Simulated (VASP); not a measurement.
**HfO2: single point with r2SCAN**

The system is HfO2.

```
Hf O
1.0
     0.00000    2.49356    2.55750
     2.49356    0.00000    2.55750
     2.49356    2.49356    0.00000
Hf O
1 2
Cartesian
  0.0000 0.0000 0.0000
  1.2468 1.2468 1.2788
  3.7403 3.7403 3.8363
```

This cell differs from its parent crystal: strain -0.025 along x and y, +0.000 along z.

```yaml
Program: VASP 6.6.1
Task: single point
Functional: r2SCAN
Potentials_or_basis: VASP PAW PBE potentials, release 64 (Hf_pv, O)
Cutoff: 520 eV
k_mesh: 8 × 8 × 8
Occupations: gaussian, width 0.05 eV
Spin: no spin polarisation
```

```
Pressure               : 0.7 GPa
Band gap on the k mesh : 4.19 eV, indirect (least direct gap 4.23 eV)
```

Stress tensor (GPa, compression positive):
```
 5.07  0.00  0.00
 0.00  5.07  0.00
 0.00  0.00 -7.94
```

Levels at points of the mesh, in eV from the valence-band top:
| k point | band 8 | band 9 | band 10 | band 11 | band 12 | band 13 | band 14 | band 15 |
| --- | --- | --- | --- | --- | --- | --- | --- | --- |
| (0.00, 0.00, 0.00) | -5.67 | -0.98 | -0.63 | -0.63 | 4.19 | 4.50 | 6.60 | 11.18 |
| (0.50, 0.00, 0.00) | -3.20 | -2.96 | -2.03 | -2.01 | 5.03 | 5.15 | 7.61 | 9.59 |
| (0.50, 0.50, 0.00) | -3.72 | -1.61 | -1.61 | -0.28 | 4.26 | 6.04 | 7.02 | 8.67 |
| (0.50, 0.00, 0.50) | -3.66 | -1.97 | -1.50 | 0.00 | 4.23 | 6.07 | 7.43 | 8.74 |

It took 2.2 min on 1 thread of Intel(R) Xeon(R) Platinum 8259CL CPU @ 2.50GHz (Skylake/Cascade Lake), with other jobs on the host, peak memory 0.19 GiB.

Caveat: the cell differs from its parent crystal (strain -0.025 along x and y, +0.000 along z); the PAW data sets were made with another functional, which shifts forces and pressure a little; spin-orbit coupling is left out, which moves the levels of the heavy elements. A k mesh can miss the band edges.
